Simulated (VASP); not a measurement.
A run of VASP 6.6.1 is set up as follows.

File INCAR:

```
  PREC = Accurate
  ENCUT = 600
  EDIFF = 1E-7
  ISMEAR = -1
  SIGMA = 0.05
  LREAL = False
  LASPH = True
  NELM = 100
  ALGO = Normal
  ISIF = 3
  LWAVE = False
  LCHARG = False
  IBRION = 2
  NSW = 80
  EDIFFG = -0.01
```

Contents of KPOINTS:

```
regular mesh
0
Gamma
  11 11 11
```

Contents of POSCAR:

```
Sn
1.0
   -1.7265390000      1.7755470000      2.3383420000
    1.7265390000     -1.7755470000      2.3383420000
    1.7265390000      1.7755470000     -2.3383420000
Sn
1
Direct
    0.0000000000      0.0000000000      0.0000000000
```

Potentials or basis: VASP PAW LDA potentials, release 64 (Sn_d).

Launch:

```sh
$ cat potpaw_LDA.64/Sn_d/POTCAR > POTCAR
$ mpirun -np 1 vasp_std > vasp.out
```

**Question.** Estimate the band gap on the k mesh.

**Answer.** Zero (bands 7 and 8 overlap by 9.92 eV).

**Question.** What does it give for the space group after relaxing (to 0.1 Å)?

**Answer.** I4/mmm (No. 139).

**Question.** Estimate the relaxed volume.

**Answer.** 25.93 Å³/atom.

**Question.** Estimate the relaxed cell.

**Answer.** a = 3.301 Å, b = 3.301 Å, c = 3.301 Å, α = 118.65°, β = 118.65°, γ = 92.36°.

Step by step:
| step | energy change (eV) | largest force (eV/Å) | pressure (GPa) | volume (Å³) |
| --- | --- | --- | --- | --- |
| 1 | 0.0000 | 0.0000 | -4.80 | 28.67 |
| 2 | -0.0433 | 0.0000 | 1.71 | 25.25 |
| 3 | -0.0464 | 0.0000 | 0.09 | 25.90 |
| 4 | -0.0472 | 0.0000 | 0.06 | 25.91 |
| 5 | -0.0474 | 0.0000 | 0.04 | 25.92 |
| 6 | -0.0474 | 0.0000 | 0.03 | 25.92 |
| 7 | -0.0474 | 0.0000 | 0.02 | 25.92 |
| 8 | -0.0474 | 0.0000 | -0.02 | 25.94 |
| 9 | -0.0475 | 0.0000 | -0.09 | 25.97 |
| 10 | -0.0475 | 0.0000 | 0.06 | 25.92 |
| 11 | -0.0475 | 0.0000 | 0.00 | 25.93 |

Caveat: spin-orbit coupling is left out, which moves the levels of the heavy elements.
